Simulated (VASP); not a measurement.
Here is a VASP 6.6.1 calculation.

File INCAR:

```
SYSTEM = P
PREC     = Accurate       ! precision mode
ENCUT    = 500            ! plane-wave cutoff, eV
EDIFF    = 1E-7           ! SCF threshold, eV
ISMEAR   = 0              ! smearing method
SIGMA    = 0.1            ! smearing width, eV
LREAL    = .FALSE.        ! projectors in reciprocal space
LASPH    = .TRUE.         ! aspherical terms in the spheres
NELM     = 120            ! most SCF steps
ALGO     = Normal         ! electronic algorithm
ISIF     = 3              ! what is computed and relaxed
LWAVE    = .FALSE.        ! write WAVECAR
LCHARG   = .FALSE.        ! write CHGCAR
GGA      = PE             ! functional
IBRION   = 2              ! ionic algorithm
NSW      = 100            ! ionic steps
EDIFFG   = -0.01          ! ionic threshold
GGA_COMPAT= .FALSE.      
NELMIN   = 4
```

Contents of KPOINTS:

```
regular mesh
0
G
  8 8 8
  0 0 0
```

Contents of POSCAR:

```
P
1.0
    5.6075107492      0.0000000000      0.0000000000
    0.0000000000      5.6075107492      0.0000000000
    0.0000000000      0.0000000000      5.6573510899
P
5
Direct
    0.0000000000      0.2103497098      0.6402796972
    0.2103497098      0.0000000000      0.3597203028
    0.7896502902      0.0000000000      0.3597203028
    0.0000000000      0.7896502902      0.6402796972
    0.0000000000      0.0000000000      0.0000000000
```

Potentials or basis: VASP PAW PBE potentials, release 64 (P).

Launch:

```console
$ cat potpaw_PBE.64/P/POTCAR > POTCAR
$ mpirun -np 1 vasp_std > vasp.out
```

(1) What does it give for the space group after relaxing (to 0.1 Å)?

(2) Estimate the relaxed cell.

Results:

(1) P-4m2 (No. 115).

(2) a = 5.557 Å, b = 5.557 Å, c = 5.811 Å, α = 90.00°, β = 90.00°, γ = 90.00°.

Caveat: an odd number of electrons without spin polarisation forces a metal; a magnetic or distorted state may lie lower.
